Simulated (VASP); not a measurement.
Input of a VASP 6.6.1 run:

INCAR

```
PREC = Accurate
ENCUT = 520
EDIFF = 1E-6
ISMEAR = 0
SIGMA = 0.1
LREAL = False
LASPH = True
NELM = 100
ALGO = Fast
ISIF = 2
LWAVE = False
LCHARG = True
GGA = PE
LELF = True
LVHAR = True
NBANDS = 40
```

KPOINTS

```
regular mesh
0
Gamma
  6 6 6
```

File POSCAR:

```
AlRu2
1.0
   -2.4043340523      2.4043340523      3.9372871477
    2.4043340523     -2.4043340523      3.9372871477
    2.4043340523      2.4043340523     -3.9372871477
Al Ru
2 4
Direct
    0.0000000000      0.0000000000      0.0000000000
    0.7500000000      0.2500000000      0.5000000000
    0.3325709810      0.3325709810      0.0000000000
    1.0825709810      0.5825709810      0.5000000000
    0.4174290190     -0.0825709810      0.5000000000
    0.6674290190      0.6674290190      0.0000000000
```

Potentials or basis: VASP PAW PBE potentials, release 64 (Al, Ru_pv).

The run is started by

```sh
$ cat potpaw_PBE.64/Al/POTCAR potpaw_PBE.64/Ru_pv/POTCAR > POTCAR
$ mpirun -np 1 vasp_std > vasp.out
```

(1) Estimate the pressure.

(2) Estimate the band gap on the k mesh.

Results:

(1) 0.0 GPa.

(2) zero (bands 31 and 32 overlap by 0.69 eV).
